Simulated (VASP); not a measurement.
# TlWF6 (Fm-3m) in VASP: notebook

TlWF6 is run at these levels: PBE; tasks: single point.

Everything below comes from runs of VASP 6.6.1. Logs are shortened: lines on timing, memory, paths and dates and some standing lists are left out, and cuts for length are marked.

## (1) The cell of the first run

It takes space group Fm-3m (No. 225, cubic). The conventional cell has a = 8.874 Å, b = 8.874 Å, c = 8.874 Å, α = 90.00°, β = 90.00°, γ = 90.00°. Tl (site symmetry m-3m) has 6 F at 2.22 Å within 2.9 Å. Within 2.9 Å of W (site symmetry m-3m) lie 6 F at 2.22 Å. F (site symmetry 4mm) has 1 Tl at 2.22 Å and 1 W at 2.22 Å within 2.9 Å.

## (2) Single point, PBE

INCAR

```
PREC = Accurate
ENCUT = 520
EDIFF = 1E-6
ISMEAR = 0
SIGMA = 0.1
LREAL = F
LASPH = T
NELM = 60
ALGO = Normal
ISIF = 2
LWAVE = F
LCHARG = F
GGA = PE
NBANDS = 44
```

KPOINTS

```
Automatic mesh
0
Gamma
  4 4 4
```

POSCAR

```
TlWF6
1.0
    0.0000000000      4.4370000000      4.4370000000
    4.4370000000      0.0000000000      4.4370000000
    4.4370000000      4.4370000000      0.0000000000
Tl W F
1 1 6
Direct
    0.5000000000      0.5000000000      0.5000000000
    0.0000000000      0.0000000000      0.0000000000
    0.7500000000      0.2500000000      0.2500000000
    0.2500000000      0.7500000000      0.7500000000
    0.2500000000      0.7500000000      0.2500000000
    0.7500000000      0.2500000000      0.7500000000
    0.2500000000      0.2500000000      0.7500000000
    0.7500000000      0.7500000000      0.2500000000
```

Potentials or basis: VASP PAW PBE potentials, release 64 (Tl_d, W_sv, F).

Launch:

```bash
> cat potpaw_PBE.64/Tl_d/POTCAR potpaw_PBE.64/W_sv/POTCAR potpaw_PBE.64/F/POTCAR > POTCAR
> mpirun -np 1 vasp_std > vasp.out
```

OUTCAR:

```text
PREC = Accurate
   ENCUT = 520
   EDIFF = 1E-6
   ISMEAR = 0
   LREAL = F
   LASPH = T
   NELM = 60
   ISIF = 2
   GGA = PE

 ion  position               nearest neighbor table
   1  0.500  0.500  0.500-   3 2.22   4 2.22   5 2.22   6 2.22   7 2.22   8 2.22
   2  0.000  0.000  0.000-   3 2.22   4 2.22   5 2.22   6 2.22   7 2.22   8 2.22
   3  0.750  0.250  0.250-   1 2.22   2 2.22
   4  0.250  0.750  0.750-   1 2.22   2 2.22
   5  0.250  0.750  0.250-   1 2.22   2 2.22
   6  0.750  0.250  0.750-   1 2.22   2 2.22
   7  0.250  0.250  0.750-   1 2.22   2 2.22
   8  0.750  0.750  0.250-   1 2.22   2 2.22

  LATTYP: Found a face centered cubic cell.
 ALAT       =     8.8740000000

  Lattice vectors:

 A1 = (   0.0000000000,   4.4370000000,   4.4370000000)
 A2 = (   4.4370000000,   0.0000000000,   4.4370000000)
 A3 = (   4.4370000000,   4.4370000000,   0.0000000000)

Analysis of symmetry for initial positions (statically):
=====================================================================
 Subroutine PRICEL returns:
 Original cell was already a primitive cell.

 Routine SETGRP: Setting up the symmetry group for a
 face centered cubic supercell.

 Subroutine GETGRP returns: Found 48 space group operations
 (whereof 48 operations were pure point group operations)
 out of a pool of 48 trial point group operations.

The static configuration has the point symmetry O_h .

Analysis of symmetry for dynamics (positions and initial velocities):
=====================================================================
 Subroutine PRICEL returns:
 Original cell was already a primitive cell.

 Routine SETGRP: Setting up the symmetry group for a
 face centered cubic supercell.

 Subroutine GETGRP returns: Found 48 space group operations
 (whereof 48 operations were pure point group operations)
 out of a pool of 48 trial point group operations.

The dynamic configuration has the point symmetry O_h .

 Subroutine INISYM returns: Found 48 space group operations
 (whereof 48 operations are pure point group operations),
 and found     1 'primitive' translations

----------------------------------------------------------------------------------------

                                     Primitive cell

  volume of cell :     174.7022

  direct lattice vectors                    reciprocal lattice vectors
     0.000000000  4.437000000  4.437000000    -0.112688754  0.112688754  0.112688754
     4.437000000  0.000000000  4.437000000     0.112688754 -0.112688754  0.112688754
     4.437000000  4.437000000  0.000000000     0.112688754  0.112688754 -0.112688754

  length of vectors
     6.274865576  6.274865576  6.274865576     0.195182647  0.195182647  0.195182647

  position of ions in fractional coordinates (direct lattice)
     0.500000000  0.500000000  0.500000000
     0.000000000  0.000000000  0.000000000
     0.750000000  0.250000000  0.250000000
     0.250000000  0.750000000  0.750000000
     0.250000000  0.750000000  0.250000000
     0.750000000  0.250000000  0.750000000
     0.250000000  0.250000000  0.750000000
     0.750000000  0.750000000  0.250000000

  ion indices of the primitive-cell ions
   primitive index   ion index
                 1           1
                 2           2
                 3           3
                 4           4
                 5           5
                 6           6
                 7           7
                 8           8

----------------------------------------------------------------------------------------

 KPOINTS: Automatic mesh

Automatic generation of k-mesh.
 Grid dimensions read from file:
 generate k-points for:    4    4    4

 Generating k-lattice:

  Cartesian coordinates                     Fractional coordinates (reciprocal lattice)
    -0.028172188  0.028172188  0.028172188     0.250000000  0.000000000  0.000000000
     0.028172188 -0.028172188  0.028172188     0.000000000  0.250000000  0.000000000
     0.028172188  0.028172188 -0.028172188     0.000000000  0.000000000  0.250000000

  Length of vectors
     0.048795662  0.048795662  0.048795662

  Shift w.r.t. Gamma in fractional coordinates (k-lattice)
     0.000000000  0.000000000  0.000000000

 Subroutine IBZKPT returns following result:
 ===========================================

 Found      8 irreducible k-points:

 Following reciprocal coordinates:
            Coordinates               Weight
  0.000000  0.000000  0.000000      1.000000
  0.250000  0.000000  0.000000      8.000000
  0.500000  0.000000  0.000000      4.000000
  0.250000  0.250000  0.000000      6.000000
  0.500000  0.250000  0.000000     24.000000
 -0.250000  0.250000  0.000000     12.000000
  0.500000  0.500000  0.000000      3.000000
 -0.250000  0.500000  0.250000      6.000000
   k-points           NKPTS =      8   k-points in BZ     NKDIM =      8   number of bands    NBANDS=     44
   number of dos      NEDOS =    301   number of ions     NIONS =      8
   total plane-waves  NPLWV = 110592
   dimension x,y,z NGX =    48 NGY =   48 NGZ =   48
   dimension x,y,z NGXF=    96 NGYF=   96 NGZF=   96
   ions per type =               1   1   6
   NGX,Y,Z   is equivalent  to a cutoff of  12.72, 12.72, 12.72 a.u.
   NGXF,Y,Z  is equivalent  to a cutoff of  25.43, 25.43, 25.43 a.u.
 SYSTEM =  unknown system
   PREC   = accura    normal or accurate (medium, high low for compatibility)
   ISTART =      0    job   : 0-new  1-cont  2-samecut
   ICHARG =      2    charge: 1-file 2-atom 10-const
   ISPIN  =      1    spin polarized calculation?
   LNONCOLLINEAR =      F non collinear calculations
   LSORBIT =      F    spin-orbit coupling
   LASPH  =      T    aspherical Exc in radial PAW
   ENCUT  =  520.0 eV  38.22 Ry    6.18 a.u.  11.67 11.67 11.67*2*pi/ulx,y,z
   NELM   =     60;   NELMIN=  2; NELMDL= -5     # of ELM steps
   EDIFF  = 0.1E-05   stopping-criterion for ELM
   LREAL  =      F    real-space projection
   EDIFFG = 0.1E-04   stopping-criterion for IOM
   NSW    =      0    number of steps for IOM
   IBRION =     -1    ionic relax: 0-MD 1-quasi-New 2-CG
   NFREE  =      0    steps in history (QN), initial steepest desc. (CG)
   ISIF   =      2    stress and relaxation
   ISYM   =      2    0-nonsym 1-usesym 2-fastsym
   POTIM  = 0.5000    time-step for ionic-motion
   TEBEG  =    0.0;   TEEND  =   0.0 temperature during run
   PSTRESS=    0.0 pullay stress
   NELECT =      69.0000    total number of electrons
   NUPDOWN=      -1.0000    fix difference up-down
   EMIN   =  10.00;   EMAX   =-10.00  energy-range for DOS
   EFERMI =   0.00;   METHOD = LEGACY
   ISMEAR =     0;   SIGMA  =   0.10  broadening in eV -4-tet -1-fermi 0-gaus
   EFERMI_NEDOS =   21; number of points for ismear=-14 and -15
   IALGO  =     38    algorithm
   IMIX   =      4    mixing-type and parameters
     AMIX     =   0.40;   BMIX     =  1.00
     AMIX_MAG =   1.60;   BMIX_MAG =  1.00
  volume/ion in A,a.u.               =      21.84       147.37
  Fermi-wavevector in a.u.,A,eV,Ry     =   1.201135  2.269816 19.629464  1.442725
  Thomas-Fermi vector in A             =   2.336952
   LORBIT       =      0    0 simple, 1 ext, 2 COOP (PROOUT), +10 PAW based schemes
   GGA     = PE    functional components
   LHFCALC =     F    Hartree Fock is set to
   AEXX    =    0.0000 exact exchange contribution
   IVDW    =     0    specifies the selected vdW correction
   LEPSILON=     F    determine dielectric tensor
   LRPA    =     F    only Hartree local field effects (RPA)
 non-spin polarized calculation
 Gauss-broadening in eV      SIGMA  =   0.10
  energy-cutoff  :      520.00
  volume of cell :      174.70
 maximum number of plane-waves:      4735
 NGX is ok and might be reduce to    48
   NGX = 23   NGY = 23   NGZ = 23

 number of electron      69.0000012 magnetization

 Free energy of the ion-electron system (eV)
  ---------------------------------------------------
  ext. energy  EPLUGINS =         0.00000000
  ---------------------------------------------------
  free energy    TOTEN  =       -38.87401796 eV

  energy without entropy =      -38.71641621  energy(sigma->0) =      -38.79521709

 E-fermi :  -0.1243     XC(G=0):  -7.4402

 val. band max:       -0.1334171500   @ k =   0.2500   0.0000   0.0000
 cond. band min:      -0.1071291485   @ k =  -0.2500   0.2500   0.0000
 fundamental gap:      0.0262880015
 Fermi energy:        -0.1243487815

 k-point     1 :       0.0000    0.0000    0.0000
  band No.  band energies     occupation
      1     -76.5325      2.00000
      2     -40.5392      2.00000
      3     -40.5392      2.00000
      4     -40.5392      2.00000
      5     -23.7233      2.00000
      6     -23.4828      2.00000
[... 36 lines left out ...]
     43       7.0682      0.00000
     44       7.3673      0.00000

 k-point     2 :       0.2500    0.0000    0.0000
  band No.  band energies     occupation
      1     -76.5325      2.00000
      2     -40.5392      2.00000
      3     -40.5392      2.00000
      4     -40.5392      2.00000
      5     -23.6764      2.00000
      6     -23.4750      2.00000
[... 36 lines left out ...]
     43       7.3659      0.00000
     44       7.4078      0.00000

 k-point     3 :       0.5000    0.0000    0.0000
  band No.  band energies     occupation
      1     -76.5325      2.00000
      2     -40.5392      2.00000
      3     -40.5392      2.00000
      4     -40.5392      2.00000
      5     -23.5764      2.00000
      6     -23.5447      2.00000
[... 224 lines left out ...]
     43       6.5308      0.00000
     44       7.4745      0.00000

 k-point     8 :      -0.2500    0.5000    0.2500
  band No.  band energies     occupation
      1     -76.5325      2.00000
      2     -40.5392      2.00000
      3     -40.5392      2.00000
      4     -40.5392      2.00000
      5     -23.5956      2.00000
      6     -23.5871      2.00000
[... 36 lines left out ...]
     43       7.8331      0.00000
     44       8.0041      0.00000

------------------------ aborting loop because EDIFF is reached ----------------------------------------

  FORCE on cell =-STRESS in cart. coord.  units (eV):
  Direction    XX          YY          ZZ          XY          YZ          ZX
  --------------------------------------------------------------------------------------
  -------------------------------------------------------------------------------------
  Total       -6.3462687     -6.3462687     -6.3462687      0.0000000     -0.0000000      0.0000000
  in kB      -58.2010412    -58.2010412    -58.2010412      0.0000000     -0.0000000      0.0000000
  external PRESSURE =     -58.2010412 kB  Pullay stress =       0.0000000 kB

 VOLUME and BASIS-vectors are now :
 -----------------------------------------------------------------------------
  energy-cutoff  :      520.00
  volume of cell :      174.70
      direct lattice vectors                 reciprocal lattice vectors
     0.000000000  4.437000000  4.437000000    -0.112688754  0.112688754  0.112688754
     4.437000000  0.000000000  4.437000000     0.112688754 -0.112688754  0.112688754
     4.437000000  4.437000000  0.000000000     0.112688754  0.112688754 -0.112688754

 POSITION                                       TOTAL-FORCE (eV/Angst)
 -----------------------------------------------------------------------------------
      4.43700      4.43700      4.43700         0.000000     -0.000000     -0.000000
      0.00000      0.00000      0.00000         0.000000     -0.000000      0.000000
      2.21850      4.43700      4.43700        -3.738559     -0.000000      0.000000
      6.65550      4.43700      4.43700         3.738559     -0.000000      0.000000
      4.43700      2.21850      4.43700         0.000000     -3.738559      0.000000
      4.43700      6.65550      4.43700         0.000000      3.738559      0.000000
      4.43700      4.43700      2.21850         0.000000     -0.000000     -3.738559
      4.43700      4.43700      6.65550         0.000000     -0.000000      3.738559
 -----------------------------------------------------------------------------------
    total drift:                                0.000000     -0.000000     -0.000000

  FREE ENERGIE OF THE ION-ELECTRON SYSTEM (eV)
  ---------------------------------------------------
  free  energy   TOTEN  =       -38.8740179585 eV

  energy  without entropy=      -38.7164162128  energy(sigma->0) =      -38.79521709
```

It took 55 s on 1 thread of AMD EPYC 9R45 (Zen 5), shared host; peak memory 0.31 GiB.

Results:

```
Free energy            : -38.8740 eV
Pressure               : -5.8 GPa
Band gap on the k mesh : zero (an odd number of electrons rules out a gap without spin polarisation)
```

Levels at points of the mesh, in eV from the Fermi level:
```csv
k point,band 32,band 33,band 34,band 35,band 36,band 37
"(0.00, 0.00, 0.00)",-3.85,-3.85,-0.54,0.02,0.02,0.02
"(0.50, 0.00, 0.00)",-4.01,-4.01,-0.01,0.03,0.03,0.83
"(0.50, 0.50, 0.00)",-4.09,-3.85,-0.67,0.02,0.09,0.09
```

Caveat: the cell stands under tension; spin-orbit coupling is left out, which moves the levels of the heavy elements; an odd number of electrons without spin polarisation forces a metal; a magnetic or distorted state may lie lower.

(Part 1 of 3 ends here.)
